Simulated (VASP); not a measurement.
Runs of VASP 6.6.1 on CsH. The structure is that of space group I4/mmm (No. 139), or close to it. The cells are those of the table. 

```tsv
cell	gap on the mesh (eV)	pressure (GPa)
a = 4.692, b = 4.692, c = 4.509 Å, angles 61.3, 61.3, 57.4°, 2 atoms	2.01	-1.6
a = 4.607, b = 4.607, c = 4.328 Å, angles 62.0, 62.0, 56.0°, 2 atoms	1.87	-0.9
a = 4.523, b = 4.523, c = 4.869 Å, angles 57.4, 57.4, 65.1°, 2 atoms	1.90	(b)
a = 4.692, b = 4.692, c = 4.869 Å, angles 58.7, 58.7, 62.5°, 2 atoms	2.08	-1.9
a = 4.512, b = 4.512, c = 4.328 Å, angles 61.3, 61.3, 57.3°, 2 atoms	1.84	-0.7
a = 4.607, b = 4.607, c = 4.869 Å, angles 58.1, 58.1, 63.8°, 2 atoms	2.01	-1.6
a = 4.427, b = 4.427, c = 4.689 Å, angles 58.0, 58.0, 64.0°, 2 atoms	1.85	(c)
a = 4.512, b = 4.512, c = 4.689 Å, angles 58.7, 58.7, 62.6°, 2 atoms	1.95	-1.3
a = 4.780, b = 4.780, c = 4.869 Å, angles 59.4, 59.4, 61.2°, 2 atoms	2.12	-2.1
a = 4.600, b = 4.600, c = 4.689 Å, angles 59.4, 59.4, 61.3°, 2 atoms	2.02	(a)
```

Alike in all rows: task single point; level LDA; potentials or basis VASP PAW LDA potentials, release 64 (Cs_sv, H); no spin polarisation; k mesh 8 × 8 × 8; cutoff (eV) 520; smearing gaussian 0.05 eV.

Problem. Estimate the missing entries.

Solution. (a) -1.7; (b) -1.1; (c) -0.8.

Caveats: spin-orbit coupling is left out, which moves the levels of the heavy elements.

A k mesh can miss the band edges, and the runs leave out spin-orbit coupling on Cs.
